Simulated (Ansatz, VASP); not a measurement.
**Ni in VASP and in Ansatz**

```
CELL_PARAMETERS angstrom
-1.42877 1.42877 1.42877
1.42877 -1.42877 1.42877
1.42877 1.42877 -1.42877
ATOMIC_POSITIONS crystal
Ni 0.00000 0.00000 0.00000
```

Alike in both runs: task single point; functional revPBE; k mesh 18 × 18 × 18; occupations fermi-dirac, width 0.05 eV; collinear spin.

|  | VASP | Ansatz |
| --- | --- | --- |
| version | VASP 6.6.1 | Ansatz 0.2.0 |
| potentials or method | VASP PAW PBE potentials, release 64 (Ni), cutoff 520 eV | plane waves (420 eV) with PAW, scalar-relativistic |
| valence electrons in the cell | 10 | 18 |

VASP gave:

- pressure (GPa): -6.1
- net moment per atom (μB): 0.59
- size of the moment on the site where the two differ most (μB): 0.60

Question: What did Ansatz give for the same quantities?

Answer: Pressure (GPa): -6.3; net moment per atom (μB): 0.59; size of the moment on the site where the two differ most (μB): 0.63.

VASP's potentials were made for PBE, not for revPBE. Site moments also hang on the region over which each program counts them. VASP's potentials hold 10 valence electrons a cell and Ansatz's 18, so a difference there can come from the potentials and not from the codes.
